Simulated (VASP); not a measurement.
Sc4Cl:

```
Sc Cl
1.0
     4.41398    0.00000    0.00000
     0.00000    4.41398    0.00000
     0.00000    0.00000    6.24231
Sc Cl
4 1
Direct
  0.50000 0.00000 0.25000
  0.00000 0.50000 0.75000
  0.50000 0.00000 0.75000
  0.00000 0.50000 0.25000
  0.00000 0.00000 0.00000
```

This cell differs from its parent crystal: atoms taken out.

Base run:

- Program: VASP 6.6.1
- Functional: PBE
- Potentials or basis: VASP PAW PBE potentials, release 64 (Sc_sv, Cl)
- Cutoff: 520 eV
- k mesh: 4 × 4 × 4
- Occupations: gaussian, width 0.1 eV
- Spin: no spin polarisation

Its results: pressure -1.8 GPa; largest force 0.314 eV/Å.

Problem. The run is repeated on the same cell with these changes: spin from no spin polarisation to collinear spin; further incar settings from ALGO = Normal; EDIFF = 1e-06; NBANDS = 34 to ALGO = Normal; EDIFF = 1e-06; NBANDS = 38. What comes out?

Solution. Pressure -1.3 GPa; net moment 2.43 μB per cell; site moments Sc +0.43; Cl -0.02 μB; largest force 0.345 eV/Å.

Caveats: an odd number of electrons without spin polarisation forces a metal (at least some runs); a magnetic or distorted state may lie lower (at least some runs).
